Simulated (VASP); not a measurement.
Here is a VASP 6.6.1 calculation.

File INCAR:

```
ALGO     = Normal         # electronic algorithm
EDIFF    = 1E-6           # SCF threshold, eV
ENCUT    = 520            # plane-wave cutoff, eV
GGA      = PE             # functional
ISIF     = 2              # what is computed and relaxed
ISMEAR   = 0              # smearing method
LASPH    = T              # aspherical terms in the spheres
LCHARG   = F              # write CHGCAR
LREAL    = F              # projectors in reciprocal space
LWAVE    = F              # write WAVECAR
NBANDS   = 23             # bands
NELM     = 100            # most SCF steps
PREC     = Accurate       # precision mode
SIGMA    = 0.1            # smearing width, eV
```

KPOINTS

```
k-points
0
Gamma
  8 8 8
```

The input POSCAR:

```
SiSb3Au
1.0
    5.1695137475      0.0000000000      0.0000000000
    0.0000000000      5.1695137475      0.0000000000
    0.0000000000      0.0000000000      5.1695137475
Si Sb Au
1 3 1
Direct
    0.5000000000      0.5000000000      0.5000000000
    0.0000000000      0.5000000000      0.5000000000
    0.5000000000      0.0000000000      0.5000000000
    0.5000000000      0.5000000000      0.0000000000
    0.0000000000      0.0000000000      0.0000000000
```

Potentials or basis: VASP PAW PBE potentials, release 64 (Si, Sb, Au).

The run is started by

```bash
$ cat potpaw_PBE.64/Si/POTCAR potpaw_PBE.64/Sb/POTCAR potpaw_PBE.64/Au/POTCAR > POTCAR
$ mpirun -np 1 vasp_std > vasp.out
```

(1) What does it give for the band gap on the k mesh?

(2) What does it give for the pressure?

Answers

(1) zero (bands 15 and 16 overlap by 0.76 eV).

(2) 0.0 GPa.

Caveat: spin-orbit coupling is left out, which moves the levels of the heavy elements.
